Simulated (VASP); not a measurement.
# KI (P6_3/mmc) in VASP: single point with PBE

Aim: the single point of KI with PBE.

All numbers are computed with VASP 6.6.1; they aren't measurements. Logs are shortened: lines on timing, memory, paths and dates and some standing lists are left out, and cuts for length are marked.

## 1. The cell of the first run

It takes space group P6_3/mmc (No. 194, hexagonal). Conventional cell: a = 6.039 Å, b = 6.039 Å, c = 7.039 Å, α = 90.00°, β = 90.00°, γ = 120.00°. Within 4.6 Å of K (site symmetry -6m2) lie 5 I at 3.49 to 3.52 Å. Within 4.6 Å of I (site symmetry -6m2) lie 5 K at 3.49 to 3.52 Å.

## 2. Single point, PBE

Contents of INCAR:

```
SYSTEM = KI
PREC = Accurate
ENCUT = 520
EDIFF = 1E-6
ISMEAR = 0
SIGMA = 0.01
LREAL = .False.
LASPH = .True.
NELM = 100
ALGO = Normal
ISIF = 2
LWAVE = .False.
LCHARG = .True.
GGA = PE
LELF = .True.
LVHAR = .True.
NBANDS = 24
```

Contents of KPOINTS:

```
regular mesh
0
Gamma
  6 6 2
  0 0 0
```

Contents of POSCAR:

```
KI
1.0
    6.0394507398      0.0000000000      0.0000000000
   -3.0197253699      5.2303177656      0.0000000000
    0.0000000000      0.0000000000      7.0391244287
K I
2 2
Direct
    0.3333333333      0.6666666667     -0.0625000000
    0.6666666667      0.3333333333      0.4375000000
    0.3333333333      0.6666666667      0.4375000000
    0.6666666667      0.3333333333      0.9375000000
```

Potentials or basis: VASP PAW PBE potentials, release 64 (K_sv, I).

Started as:

```bash
$ cat potpaw_PBE.64/K_sv/POTCAR potpaw_PBE.64/I/POTCAR > POTCAR
$ mpirun -np 1 vasp_std > vasp.out
```

OUTCAR:

```text
SYSTEM = KI
   PREC = Accurate
   ENCUT = 520
   EDIFF = 1E-6
   ISMEAR = 0
   LREAL = .False.
   LASPH = .True.
   NELM = 100
   ISIF = 2
   GGA = PE

 ion  position               nearest neighbor table
   1  0.333  0.667  0.938-   4 3.49   4 3.49   4 3.49   3 3.52   3 3.52
   2  0.667  0.333  0.438-   3 3.49   3 3.49   3 3.49   4 3.52   4 3.52
   3  0.333  0.667  0.438-   2 3.49   2 3.49   2 3.49   1 3.52   1 3.52
   4  0.667  0.333  0.938-   1 3.49   1 3.49   1 3.49   2 3.52   2 3.52

  LATTYP: Found a hexagonal cell.
 ALAT       =     6.0394507398
 C/A-ratio  =     1.1655239412

  Lattice vectors:

 A1 = (   6.0394507398,   0.0000000000,   0.0000000000)
 A2 = (  -3.0197253699,   5.2303177656,   0.0000000000)
 A3 = (   0.0000000000,   0.0000000000,   7.0391244287)

Analysis of symmetry for initial positions (statically):
=====================================================================
 Subroutine PRICEL returns:
 Original cell was already a primitive cell.

 Routine SETGRP: Setting up the symmetry group for a
 hexagonal supercell.

 Subroutine GETGRP returns: Found 24 space group operations
 (whereof  6 operations were pure point group operations)
 out of a pool of 24 trial point group operations.

The static configuration has the point symmetry C_3v.
 The point group associated with its full space group is D_6h.

Analysis of symmetry for dynamics (positions and initial velocities):
=====================================================================
 Subroutine PRICEL returns:
 Original cell was already a primitive cell.

 Routine SETGRP: Setting up the symmetry group for a
 hexagonal supercell.

 Subroutine GETGRP returns: Found 24 space group operations
 (whereof  6 operations were pure point group operations)
 out of a pool of 24 trial point group operations.

The dynamic configuration has the point symmetry C_3v.
 The point group associated with its full space group is D_6h.

 Subroutine INISYM returns: Found 24 space group operations
 (whereof  6 operations are pure point group operations),
 and found     1 'primitive' translations

----------------------------------------------------------------------------------------

                                     Primitive cell

  volume of cell :     222.3536

  direct lattice vectors                    reciprocal lattice vectors
     6.039450740  0.000000000  0.000000000     0.165577971  0.095596486  0.000000000
[... 79 lines left out ...]
   EDIFF  = 0.1E-05   stopping-criterion for ELM
   LREAL  =      F    real-space projection
   EDIFFG = 0.1E-04   stopping-criterion for IOM
   NSW    =      0    number of steps for IOM
   IBRION =     -1    ionic relax: 0-MD 1-quasi-New 2-CG
   NFREE  =      0    steps in history (QN), initial steepest desc. (CG)
   ISIF   =      2    stress and relaxation
   ISYM   =      2    0-nonsym 1-usesym 2-fastsym
   POTIM  = 0.5000    time-step for ionic-motion
   TEBEG  =    0.0;   TEEND  =   0.0 temperature during run
   PSTRESS=    0.0 pullay stress
   NELECT =      32.0000    total number of electrons
   NUPDOWN=      -1.0000    fix difference up-down
   EMIN   =  10.00;   EMAX   =-10.00  energy-range for DOS
   EFERMI =   0.00;   METHOD = LEGACY
   ISMEAR =     0;   SIGMA  =   0.01  broadening in eV -4-tet -1-fermi 0-gaus
   EFERMI_NEDOS =   21; number of points for ismear=-14 and -15
   IALGO  =     38    algorithm
   IMIX   =      4    mixing-type and parameters
     AMIX     =   0.40;   BMIX     =  1.00
     AMIX_MAG =   1.60;   BMIX_MAG =  1.00
  volume/ion in A,a.u.               =      55.59       375.13
  Fermi-wavevector in a.u.,A,eV,Ry     =   0.857913  1.621221 10.014097  0.736015
  Thomas-Fermi vector in A             =   1.975039
   LORBIT       =      0    0 simple, 1 ext, 2 COOP (PROOUT), +10 PAW based schemes
   GGA     = PE    functional components
   LHFCALC =     F    Hartree Fock is set to
   AEXX    =    0.0000 exact exchange contribution
   IVDW    =     0    specifies the selected vdW correction
   LEPSILON=     F    determine dielectric tensor
   LRPA    =     F    only Hartree local field effects (RPA)
 non-spin polarized calculation
 Gauss-broadening in eV      SIGMA  =   0.01
  energy-cutoff  :      520.00
  volume of cell :      222.35
 maximum number of plane-waves:      6038
 NGX is ok and might be reduce to    48
   NGX = 23   NGY = 23   NGZ = 27

 number of electron      32.0000004 magnetization

 Free energy of the ion-electron system (eV)
  ---------------------------------------------------
  ext. energy  EPLUGINS =         0.00000000
  ---------------------------------------------------
  free energy    TOTEN  =       -10.96028261 eV

  energy without entropy =      -10.96028261  energy(sigma->0) =      -10.96028261

 E-fermi :  -1.4032     XC(G=0):  -6.1355

 val. band max:       -1.4716671633   @ k =   0.0000   0.0000   0.0000
 cond. band min:       2.3132412393   @ k =   0.0000   0.0000   0.0000
 fundamental gap:      3.7849084026
 Fermi energy:        -1.4031855563

 k-point     1 :       0.0000    0.0000    0.0000
  band No.  band energies     occupation
      1     -30.1082      2.00000
      2     -30.1059      2.00000
      3     -13.6229      2.00000
      4     -13.6192      2.00000
      5     -13.6192      2.00000
      6     -13.6043      2.00000
[... 367 lines left out ...]
     23       6.1036      0.00000
     24       6.1036      0.00000

------------------------ aborting loop because EDIFF is reached ----------------------------------------

  FORCE on cell =-STRESS in cart. coord.  units (eV):
  Direction    XX          YY          ZZ          XY          YZ          ZX
  --------------------------------------------------------------------------------------
  -------------------------------------------------------------------------------------
  Total        0.3560559      0.3560559      0.5717692      0.0000000      0.0000000      0.0000000
  in kB        2.5655743      2.5655743      4.1199045      0.0000000      0.0000000      0.0000000
  external PRESSURE =       3.0836844 kB  Pullay stress =       0.0000000 kB

 VOLUME and BASIS-vectors are now :
 -----------------------------------------------------------------------------
  energy-cutoff  :      520.00
  volume of cell :      222.35
      direct lattice vectors                 reciprocal lattice vectors
     6.039450740  0.000000000  0.000000000     0.165577971  0.095596486  0.000000000
    -3.019725370  5.230317766  0.000000000     0.000000000  0.191192972  0.000000000
     0.000000000  0.000000000  7.039124429     0.000000000  0.000000000  0.142063123

 POSITION                                       TOTAL-FORCE (eV/Angst)
 -----------------------------------------------------------------------------------
     -0.00000      3.48688      6.59918         0.000000     -0.000000     -0.000000
      3.01973      1.74344      3.07962        -0.000000      0.000000      0.000000
     -0.00000      3.48688      3.07962         0.000000      0.000000      0.000000
      3.01973      1.74344      6.59918        -0.000000     -0.000000     -0.000000
 -----------------------------------------------------------------------------------
    total drift:                               -0.000000      0.000000      0.000013

  FREE ENERGIE OF THE ION-ELECTRON SYSTEM (eV)
  ---------------------------------------------------
  free  energy   TOTEN  =       -10.9602826061 eV

  energy  without entropy=      -10.9602826061  energy(sigma->0) =      -10.96028261
```

OSZICAR:

```text
N       E                     dE             d eps       ncg     rms          rms(c)
DAV:   1     0.219600506124E+03    0.21960E+03   -0.12779E+04   672   0.107E+03
DAV:   2     0.974446314892E+01   -0.20986E+03   -0.19927E+03   824   0.266E+02
DAV:   3    -0.105374552382E+02   -0.20282E+02   -0.20214E+02  1104   0.703E+01
DAV:   4    -0.112164642065E+02   -0.67901E+00   -0.67770E+00   992   0.138E+01
DAV:   5    -0.112491263139E+02   -0.32662E-01   -0.32661E-01  1048   0.188E+00    0.422E+00
DAV:   6    -0.109694011099E+02    0.27973E+00   -0.33731E-01   904   0.254E+00    0.302E+00
DAV:   7    -0.109325565424E+02    0.36845E-01   -0.44009E-01   848   0.245E+00    0.123E+00
DAV:   8    -0.109547678824E+02   -0.22211E-01   -0.56311E-02   832   0.110E+00    0.199E-01
DAV:   9    -0.109563269038E+02   -0.15590E-02   -0.24539E-03   888   0.204E-01    0.133E-01
DAV:  10    -0.109597668671E+02   -0.34400E-02   -0.23508E-03   704   0.206E-01    0.687E-02
DAV:  11    -0.109602203203E+02   -0.45345E-03   -0.34896E-04   880   0.943E-02    0.274E-02
DAV:  12    -0.109602833238E+02   -0.63004E-04   -0.90619E-05   872   0.611E-02    0.376E-02
DAV:  13    -0.109602826061E+02    0.71776E-06   -0.75046E-06   880   0.164E-02
   1 F= -.10960283E+02 E0= -.10960283E+02  d E =-.336397E-24
```

stdout:

```text
POSCAR found type information on POSCAR K I
 POSCAR found :  2 types and       4 ions
 scaLAPACK will be used
 LDA part: xc-table for (Slater+PW92), standard interpolation
 POSCAR, INCAR and KPOINTS ok, starting setup
 FFT: planning ... GRIDC
 FFT: planning ... GRID_SOFT
 FFT: planning ... GRID
 WAVECAR not read
 entering main loop
```

It took 91 s on 1 thread of Intel Xeon Platinum 8259CL at 2.50GHz (Skylake/Cascade Lake), shared host; peak memory 0.36 GiB.

What came out:

| Quantity | Value |
| --- | --- |
| Free energy | -10.9603 eV |
| Pressure | 0.3 GPa |
| Band gap on the k mesh | 3.78 eV |

Caveat: the k points lie up to 0.45 Å⁻¹ apart; spin-orbit coupling is left out, which moves the levels of the heavy elements. A k mesh can miss the band edges.
